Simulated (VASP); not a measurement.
# RbCl (Fm-3m) in VASP: G0W0 quasiparticle levels with PBE

Aim: the G0W0 quasiparticle levels of RbCl with PBE.

Program: VASP 6.6.1. These are calculated values, not measurements. Logs are shortened: lines on timing, memory, paths and dates and some standing lists are left out, and cuts for length are marked.

### 1 The cell of the first run

The structure is cubic, space group Fm-3m (No. 225). Conventional cell: a = 6.611 Å, b = 6.611 Å, c = 6.611 Å, α = 90.00°, β = 90.00°, γ = 90.00°. Rb (site symmetry m-3m) has 6 Cl at 3.31 Å within 4.3 Å. Within 4.3 Å of Cl (site symmetry m-3m) lie 6 Rb at 3.31 Å.

### 2 G0W0 quasiparticle levels, PBE

Input file POSCAR:

```
RbCl
1.0
    0.0000000000      3.3057264435      3.3057264435
    3.3057264435      0.0000000000      3.3057264435
    3.3057264435      3.3057264435      0.0000000000
Rb Cl
1 1
Direct
    0.0000000000      0.0000000000      0.0000000000
    0.5000000000      0.5000000000      0.5000000000
```

Input file INCAR.step1:

```
SYSTEM = RbCl
ALGO     = Normal         ! electronic algorithm
EDIFF    = 1E-8           ! SCF threshold, eV
ENCUT    = 500            ! plane-wave cutoff, eV
GGA      = PE             ! functional
ISMEAR   = 0              ! smearing method
LASPH    = .True.         ! aspherical terms in the spheres
LCHARG   = .False.        ! write CHGCAR
LREAL    = .False.        ! projectors in reciprocal space
LWAVE    = .True.         ! write WAVECAR
NELM     = 80             ! most SCF steps
PREC     = Accurate       ! precision mode
SIGMA    = 0.01           ! smearing width, eV
```

Input file INCAR.step2:

```
SYSTEM = RbCl
ALGO     = Exact          ! electronic algorithm
EDIFF    = 1E-8           ! SCF threshold, eV
ENCUT    = 500            ! plane-wave cutoff, eV
GGA      = PE             ! functional
ISMEAR   = 0              ! smearing method
ISTART   = 1            
LASPH    = .True.         ! aspherical terms in the spheres
LCHARG   = .False.        ! write CHGCAR
LOPTICS  = .True.         ! frequency-dependent dielectric function
LREAL    = .False.        ! projectors in reciprocal space
LWAVE    = .True.         ! write WAVECAR
NBANDS   = 125            ! bands
NELM     = 1              ! most SCF steps
PREC     = Accurate       ! precision mode
SIGMA    = 0.01           ! smearing width, eV
```

Input file INCAR.step3:

```
SYSTEM = RbCl
ALGO     = EVGW0          ! electronic algorithm
EDIFF    = 1E-8           ! SCF threshold, eV
ENCUT    = 500            ! plane-wave cutoff, eV
ENCUTGW  = 80.0           ! cutoff of the response function
GGA      = PE             ! functional
ISMEAR   = 0              ! smearing method
ISTART   = 1            
LASPH    = .True.         ! aspherical terms in the spheres
LCHARG   = .False.        ! write CHGCAR
LREAL    = .False.        ! projectors in reciprocal space
LWAVE    = .False.        ! write WAVECAR
NBANDS   = 125            ! bands
NBANDSGW = 16           
NELMGW   = 1            
NOMEGA   = 96             ! frequency points
OMEGAMAX = 20           
PREC     = Accurate       ! precision mode
PRECFOCK = Fast         
SIGMA    = 0.01           ! smearing width, eV
```

Input file KPOINTS:

```
k-points
0
Gamma
  6 6 6
  0 0 0
```

Potentials or basis: VASP PAW PBE potentials, release 64 (Rb_sv_GW, Cl_GW).

On the command line:

```
cat potpaw_PBE.64/Rb_sv_GW/POTCAR potpaw_PBE.64/Cl_GW/POTCAR > POTCAR
cp INCAR.step1 INCAR
mpirun -np 1 vasp_std > vasp.out
cp INCAR.step2 INCAR
mpirun -np 1 vasp_std > vasp.out
cp INCAR.step3 INCAR
mpirun -np 1 vasp_std > vasp.out
```

OUTCAR:

```text
SYSTEM = RbCl
   EDIFF = 1E-8
   ENCUT = 500
   ENCUTGW = 80.0
   GGA = PE
   ISMEAR = 0
   ISTART = 1
   LASPH = .True.
   LREAL = .False.
   NELMGW = 1
   PREC = Accurate
   PRECFOCK = Fast

 ion  position               nearest neighbor table
   1  0.000  0.000  0.000-
   2  0.500  0.500  0.500-

  LATTYP: Found a face centered cubic cell.
 ALAT       =     6.6114528870

  Lattice vectors:

 A1 = (   0.0000000000,   3.3057264435,   3.3057264435)
 A2 = (   3.3057264435,   0.0000000000,   3.3057264435)
 A3 = (   3.3057264435,   3.3057264435,   0.0000000000)

Analysis of symmetry for initial positions (statically):
=====================================================================
 Subroutine PRICEL returns:
 Original cell was already a primitive cell.

 Routine SETGRP: Setting up the symmetry group for a
 face centered cubic supercell.

 Subroutine GETGRP returns: Found 48 space group operations
 (whereof 48 operations were pure point group operations)
 out of a pool of 48 trial point group operations.

The static configuration has the point symmetry O_h .

Analysis of symmetry for dynamics (positions and initial velocities):
=====================================================================
 Subroutine PRICEL returns:
 Original cell was already a primitive cell.

 Routine SETGRP: Setting up the symmetry group for a
 face centered cubic supercell.

 Subroutine GETGRP returns: Found 48 space group operations
 (whereof 48 operations were pure point group operations)
 out of a pool of 48 trial point group operations.

The dynamic configuration has the point symmetry O_h .

 Subroutine INISYM returns: Found 48 space group operations
 (whereof 48 operations are pure point group operations),
 and found     1 'primitive' translations

----------------------------------------------------------------------------------------

                                     Primitive cell

  volume of cell :      72.2488

  direct lattice vectors                    reciprocal lattice vectors
     0.000000000  3.305726443  3.305726443    -0.151252685  0.151252685  0.151252685
     3.305726443  0.000000000  3.305726443     0.151252685 -0.151252685  0.151252685
     3.305726443  3.305726443  0.000000000     0.151252685  0.151252685 -0.151252685

  length of vectors
     4.675003170  4.675003170  4.675003170     0.261977335  0.261977335  0.261977335

  position of ions in fractional coordinates (direct lattice)
     0.000000000  0.000000000  0.000000000
     0.500000000  0.500000000  0.500000000

  ion indices of the primitive-cell ions
   primitive index   ion index
                 1           1
                 2           2

----------------------------------------------------------------------------------------

 KPOINTS: k-points

Automatic generation of k-mesh.
 Grid dimensions read from file:
 generate k-points for:    6    6    6

 Generating k-lattice:

  Cartesian coordinates                     Fractional coordinates (reciprocal lattice)
    -0.025208781  0.025208781  0.025208781     0.166666667  0.000000000  0.000000000
     0.025208781 -0.025208781  0.025208781     0.000000000  0.166666667  0.000000000
     0.025208781  0.025208781 -0.025208781     0.000000000  0.000000000  0.166666667

  Length of vectors
     0.043662889  0.043662889  0.043662889

  Shift w.r.t. Gamma in fractional coordinates (k-lattice)
     0.000000000  0.000000000  0.000000000

 Subroutine IBZKPT returns following result:
 ===========================================

 Found     16 irreducible k-points:

 Following reciprocal coordinates:
            Coordinates               Weight
  0.000000  0.000000  0.000000      1.000000
  0.166667  0.000000  0.000000      8.000000
  0.333333  0.000000  0.000000      8.000000
  0.500000  0.000000  0.000000      4.000000
  0.166667  0.166667  0.000000      6.000000
  0.333333  0.166667  0.000000     24.000000
[... 8 lines left out ...]
 -0.333333  0.333333  0.166667     24.000000
 -0.333333  0.500000  0.166667     12.000000
   k-points           NKPTS =     16   k-points in BZ     NKDIM =    216   number of bands    NBANDS=    125
   number of dos      NEDOS =    301   number of ions     NIONS =      2
   total plane-waves  NPLWV =  46656
   dimension x,y,z NGX =    36 NGY =   36 NGZ =   36
   dimension x,y,z NGXF=    72 NGYF=   72 NGZF=   72
   ions per type =               1   1
   NGX,Y,Z   is equivalent  to a cutoff of  12.80, 12.80, 12.80 a.u.
   NGXF,Y,Z  is equivalent  to a cutoff of  25.60, 25.60, 25.60 a.u.
 SYSTEM =  RbCl
   PREC   = accura    normal or accurate (medium, high low for compatibility)
   ISTART =      1    job   : 0-new  1-cont  2-samecut
   ICHARG =      0    charge: 1-file 2-atom 10-const
   ISPIN  =      1    spin polarized calculation?
   LNONCOLLINEAR =      F non collinear calculations
   LSORBIT =      F    spin-orbit coupling
   LASPH  =      T    aspherical Exc in radial PAW
   ENCUT  =  500.0 eV  36.75 Ry    6.06 a.u.   8.52  8.52  8.52*2*pi/ulx,y,z
   NELM   =     60;   NELMIN=  2; NELMDL=  0     # of ELM steps
   EDIFF  = 0.1E-07   stopping-criterion for ELM
   LREAL  =      F    real-space projection
   EDIFFG = 0.1E-06   stopping-criterion for IOM
   NSW    =      0    number of steps for IOM
   IBRION =     -1    ionic relax: 0-MD 1-quasi-New 2-CG
   NFREE  =      0    steps in history (QN), initial steepest desc. (CG)
   ISIF   =      0    stress and relaxation
   ISYM   =      3    0-nonsym 1-usesym 2-fastsym
   POTIM  = 0.5000    time-step for ionic-motion
   TEBEG  =    0.0;   TEEND  =   0.0 temperature during run
   PSTRESS=    0.0 pullay stress
   NELECT =      16.0000    total number of electrons
   NUPDOWN=      -1.0000    fix difference up-down
   EMIN   =  10.00;   EMAX   =-10.00  energy-range for DOS
   EFERMI =   0.00;   METHOD = LEGACY
   ISMEAR =     0;   SIGMA  =   0.01  broadening in eV -4-tet -1-fermi 0-gaus
   EFERMI_NEDOS =   21; number of points for ismear=-14 and -15
   IALGO  =     38    algorithm
   IMIX   =      4    mixing-type and parameters
     AMIX     =   0.40;   BMIX     =  1.00
     AMIX_MAG =   1.60;   BMIX_MAG =  1.00
  volume/ion in A,a.u.               =      36.12       243.78
  Fermi-wavevector in a.u.,A,eV,Ry     =   0.990462  1.871702 13.347525  0.981015
  Thomas-Fermi vector in A             =   2.122134
   LORBIT       =      0    0 simple, 1 ext, 2 COOP (PROOUT), +10 PAW based schemes
   GGA     = PE    functional components
   LHFCALC =     T    Hartree Fock is set to
   PRECFOCK=fast      Normal, Fast or Accurate (Low or Medium for compatibility)
   ENCUT4O =  -1.0   cutoff for four orbital integrals eV
   NKREDX  =     1    reduce k-point grid by
   NKREDY  =     1    reduce k-point grid by
   NKREDZ  =     1    reduce k-point grid by
   AEXX    =    1.0000 exact exchange contribution
   HFSCREEN=    0.0000 screening length (either q_TF or 0.3 A-1)
   HFSCREENC=   0.0000 screening length for correlation (either q_TF or 0.3 A-1)
   ENCUTFOCK=  -1.0 apply spherical cutoff to Coloumb kernel
   IVDW    =     0    specifies the selected vdW correction
   LEPSILON=     F    determine dielectric tensor
   LRPA    =     F    only Hartree local field effects (RPA)
   LRPAFORCE           =     F    calculate RPA forces
   ENCUTGW             =  80.0    cutoff for response function in eV
   ENCUTGWSOFT         =  64.0    soft cutoff for Coulomb kernel in GW response function in eV
   ENCUTLF             =  -1.0    cutoff for local field effects
   NELMGW              =     1    number of iterations in solving QP/BSE equation
   NELMHF              =     1    number of iterations in the inner HF iteration
   NKREDLFX            =     1    NKREDLFY  =   1   NKREDLFZ  =   1
 non-spin polarized calculation
 Gauss-broadening in eV      SIGMA  =   0.01
  energy-cutoff  :      500.00
  volume of cell :       72.25
 maximum number of plane-waves:      1853
 NGX is ok and might be reduce to    36
  NGX = 20; NGY = 20; NGZ = 20
   NGX = 17   NGY = 17   NGZ = 17
 maximum number of plane-waves:       127
 NGX is ok and might be reduce to    18

 QP shifts <psi_nk| G(iteration)W_0 |psi_nk>: iteration 1
 for sc-GW calculations column KS-energies equals QP-energies in previous step
 and V_xc(KS)=  KS-energies - (<T + V_ion + V_H > + <T+V_H+V_ion>^1  + <V_x>^1)

 k-point   1 :       0.0000    0.0000    0.0000
  band No.  KS-energies  QP-energies   sigma(KS)   V_xc(KS)     V^pw_x(r,r')   Z            occupation Imag(sigma)

      1     -25.2987     -26.9690     -18.7119     -16.4753     -26.9176       0.7468       2.0000       0.8777
      2     -13.3278     -14.6246     -17.0178     -15.2336     -24.3697       0.7268       2.0000       1.1081
      3      -9.3444     -12.0234     -18.4125     -15.1729     -20.8963       0.8269       2.0000       0.0584
      4      -9.3444     -12.0234     -18.4125     -15.1729     -20.8963       0.8269       2.0000       0.0584
      5      -9.3444     -12.0234     -18.4125     -15.1729     -20.8963       0.8269       2.0000       0.0584
      6      -1.3415      -3.1314     -16.2863     -14.0459     -18.4804       0.7989       2.0000       0.0448
[... 8 lines left out ...]
     15      10.6799      10.8502      -3.8612      -4.0689      -0.6493       0.8195       0.0000      -0.0973
     16      15.3219      17.7464      -9.0635     -12.0656      -5.2631       0.8076       0.0000      -0.1723

 k-point   2 :       0.1667    0.0000    0.0000
  band No.  KS-energies  QP-energies   sigma(KS)   V_xc(KS)     V^pw_x(r,r')   Z            occupation Imag(sigma)

      1     -25.2951     -26.9644     -18.7162     -16.4811     -26.9213       0.7469       2.0000       0.8758
      2     -13.3425     -14.6536     -17.0177     -15.2112     -24.3391       0.7258       2.0000       1.0995
      3      -9.3475     -12.0267     -18.4067     -15.1665     -20.8864       0.8269       2.0000       0.0569
      4      -9.3475     -12.0267     -18.4067     -15.1665     -20.8864       0.8269       2.0000       0.0569
      5      -9.3385     -12.0012     -18.3997     -15.1792     -20.9021       0.8268       2.0000       0.0598
      6      -1.5904      -3.4272     -15.8063     -13.4989     -17.9608       0.7960       2.0000       0.0461
[... 8 lines left out ...]
     15      11.7219      12.0983      -4.4130      -4.8731      -1.0986       0.8183       0.0000      -0.1383
     16      13.5504      15.1804      -7.1714      -9.1341      -3.6015       0.8305       0.0000      -0.1468

 k-point   3 :       0.3333    0.0000    0.0000
  band No.  KS-energies  QP-energies   sigma(KS)   V_xc(KS)     V^pw_x(r,r')   Z            occupation Imag(sigma)

      1     -25.2877     -26.9562     -18.7249     -16.4928     -26.9289       0.7475       2.0000       0.8720
      2     -13.3716     -14.7102     -17.0172     -15.1669     -24.2786       0.7234       2.0000       1.0815
      3      -9.3535     -12.0327     -18.3954     -15.1541     -20.8668       0.8266       2.0000       0.0540
      4      -9.3535     -12.0327     -18.3954     -15.1541     -20.8668       0.8266       2.0000       0.0540
      5      -9.3271     -11.9579     -18.3738     -15.1907     -20.9132       0.8265       2.0000       0.0628
      6      -2.0027      -3.9343     -15.2138     -12.7851     -17.3605       0.7953       2.0000       0.0491
[... 234 lines left out ...]
      1     -25.2807     -26.9530     -18.7330     -16.5035     -26.9361       0.7501       2.0000       0.8716
      2     -13.3311     -14.6726     -17.0579     -15.2337     -24.3421       0.7354       2.0000       1.0954
      3      -9.4761     -12.1745     -18.1988     -14.9298     -20.7038       0.8255       2.0000       0.0708
      4      -9.4696     -12.1583     -18.1989     -14.9416     -20.7172       0.8254       2.0000       0.0723
      5      -9.3363     -11.9941     -18.3943     -15.1818     -20.8955       0.8273       2.0000       0.0568
      6      -1.8693      -3.7761     -15.5259     -13.1283     -17.7031       0.7953       2.0000       0.0487
[... 8 lines left out ...]
     15      10.5906      12.2321      -7.3604      -9.3246      -4.0739       0.8357       0.0000      -0.0637
     16      10.7611      12.0679      -6.7840      -8.3531      -3.5250       0.8329       0.0000      -0.0660

 k-point  16 :      -0.3333    0.5000    0.1667
  band No.  KS-energies  QP-energies   sigma(KS)   V_xc(KS)     V^pw_x(r,r')   Z            occupation Imag(sigma)

      1     -25.2796     -26.9528     -18.7342     -16.5051     -26.9372       0.7506       2.0000       0.8725
      2     -13.3045     -14.6389     -17.0760     -15.2776     -24.3895       0.7420       2.0000       1.1071
      3      -9.5514     -12.2625     -18.0792     -14.7927     -20.6030       0.8249       2.0000       0.0817
      4      -9.4774     -12.1751     -18.2033     -14.9339     -20.7132       0.8252       2.0000       0.0727
      5      -9.3609     -12.0258     -18.3669     -15.1410     -20.8673       0.8261       2.0000       0.0594
      6      -1.6899      -3.5517     -15.8300     -13.4855     -18.0248       0.7941       2.0000       0.0477
[... 8 lines left out ...]
     15      10.8390      12.3118      -6.9936      -8.7780      -3.6399       0.8254       0.0000      -0.0783
     16      11.4785      12.9178      -7.3603      -9.1169      -3.9196       0.8193       0.0000      -0.0857
```

Run time: 34 min. Hardware: 1 thread of Intel Xeon Platinum 8375C at 2.90GHz (Ice Lake), shared host; peak memory 1.4 GiB.

What came out:

* Quasiparticle gap: 7.44 eV
* Least direct quasiparticle gap: 7.44 eV
* Band gap of the starting levels on the mesh: 4.96 eV
* Least direct gap of the starting levels on the mesh: 4.96 eV

Caveat: bands, screening cutoff and mesh are small and nothing is extrapolated, so the quasiparticle values aren't converged.
